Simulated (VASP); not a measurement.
V:

```xyz
1
Lattice="-1.5120 1.5120 1.5120 1.5120 -1.5120 1.5120 1.5120 1.5120 -1.5120" Properties=species:S:1:pos:R:3 pbc="T T T"
V     0.0000    0.0000    0.0000
```

```yaml
Program: VASP 6.6.1
Task: relaxation of cell and atoms
Functional: LDA
Potentials_or_basis: VASP PAW LDA potentials, release 64 (V_sv)
Cutoff: 600 eV
k_mesh: 15 × 15 × 15
Occupations: fermi-dirac, width 0.1 eV
Spin: no spin polarisation
```

At the start: pressure -16.6 GPa; volume 13.83 Å³/atom.

Question: How do energy, volume and symmetry change on relaxing?

Answer: Over 4 steps the energy falls by 70.3 meV/atom and the volume is 12.57 Å³/atom (-9.1 %); space group Im-3m (No. 229, to 0.05 Å).

Step by step:
```
step  energy change (eV)  largest force (eV/Å)  pressure (GPa)  volume (Å³)
   1              0.0000                0.0000          -16.61        13.83
   2              0.0570                0.0000           31.68        11.15
   3             -0.0702                0.0000           -0.59        12.61
   4             -0.0703                0.0000           -0.05        12.57
```

Final structure:
```xyz
1
Lattice="-1.4649 1.4649 1.4649 1.4649 -1.4649 1.4649 1.4649 1.4649 -1.4649" Properties=species:S:1:pos:R:3 pbc="T T T"
V     0.0000    0.0000    0.0000
```
